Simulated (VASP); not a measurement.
Runs of VASP 6.6.1 on InSb. The structure is that of space group F-43m (No. 216), or close to it. The cells are those of the table. 

```tsv
level	potentials or basis	cell	k mesh	cutoff (eV)	gap on the mesh (eV)	pressure (GPa)
r2SCAN+D3(BJ)	VASP PAW PBE potentials, release 64 (In_d, Sb)	a = 4.592 Å, angles 60.0°, 2 atoms	6 × 6 × 6	550	0.20	0.6
PBEsol	VASP PAW PBE potentials, release 64 (In_d, Sb)	a = 4.590 Å, angles 60.0°, 2 atoms	6 × 6 × 6	500	none	0.7
r2SCAN+D3(BJ)	VASP PAW PBE potentials, release 64 (In_d, Sb)	a = 4.615 Å, angles 60.0°, 2 atoms	6 × 6 × 6	550	0.10	(d)
r2SCAN+D3(BJ)	VASP PAW PBE potentials, release 64 (In_d, Sb)	a = 4.675 Å, angles 60.0°, 2 atoms	6 × 6 × 6	550	none	-1.6
PBE	VASP PAW PBE potentials, release 64 (In_d, Sb)	a = 4.581 Å, angles 60.0°, 2 atoms	6 × 6 × 6, shifted	500	0.68	3.1
PBE+D4	VASP PAW PBE potentials, release 64 (In_d, Sb)	a = 4.594 Å, angles 60.0°, 2 atoms	6 × 6 × 6	500	none	(c)
LDA	VASP PAW LDA potentials, release 64 (In_d, Sb)	a = 4.575 Å, angles 60.0°, 2 atoms	6 × 6 × 6	500	none	(b)
r2SCAN+D3(BJ)	VASP PAW PBE potentials, release 64 (In_d, Sb)	a = 4.645 Å, angles 60.0°, 2 atoms	6 × 6 × 6	550	none	(a)
```

Alike in all rows: task single point; no spin polarisation; smearing gaussian 0.05 eV.

Q: Fill in the values left out.

A: (a) -0.9; (b) -0.3; (c) 0.9; (d) -0.1.

Caveats: spin-orbit coupling is left out, which moves the levels of the heavy elements; the PAW data sets were made with another functional, which shifts forces and pressure a little (at least some runs); semilocal functionals underestimate gaps, so a narrow gap can read as zero (at least some runs); three body term missing (at least some runs); the cell stands under pressure (at least some runs); a shifted mesh leaves out Γ, where band edges can lie (at least some runs).

A k mesh can miss the band edges, and the runs leave out spin-orbit coupling on In, Sb.

A gap of «none» marks levels without a gap at the run's occupations.
